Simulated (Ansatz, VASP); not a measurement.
**Zr2B3 in VASP and in Ansatz**

```xyz
5
Lattice="3.2433 0.0000 0.0000 -1.6217 2.8088 0.0000 0.0000 0.0000 7.2452" Properties=species:S:1:pos:R:3 pbc="T T T"
Zr    0.0000    1.8725    1.5062
Zr    1.6217    0.9363    5.7390
B     0.0000    0.0000    0.0000
B     0.0000    1.8725    3.8846
B     1.6217    0.9363    3.3606
```

Alike in both runs: functional PBE; k mesh 15 × 15 × 6; occupations gaussian, width 0.1 eV; no spin polarisation.

Ansatz relaxed the structure, and its values are those at the end. VASP's run is a single point on that final structure, the one shown.

```csv
,VASP,Ansatz
version,VASP 6.6.1,Ansatz 0.2.0
potentials or method,"VASP PAW PBE potentials, release 64 (Zr_sv, B), cutoff 520 eV","scalar-relativistic, plane waves, PAW"
valence electrons in the cell,33,33
```

VASP gave:

| Item | Value |
| --- | --- |
| gap on the k mesh at the Fermi level (eV) | none |
| pressure (GPa) | 0.1 |

**Question.** What did Ansatz give for the same quantities?

**Answer.** gap on the k mesh at the Fermi level (eV): none; pressure (GPa): 0.0.

A gap of «none» marks a metal or a gap that the smearing closes. The functional is the same, so the differences come from potentials, cutoffs and numerics.
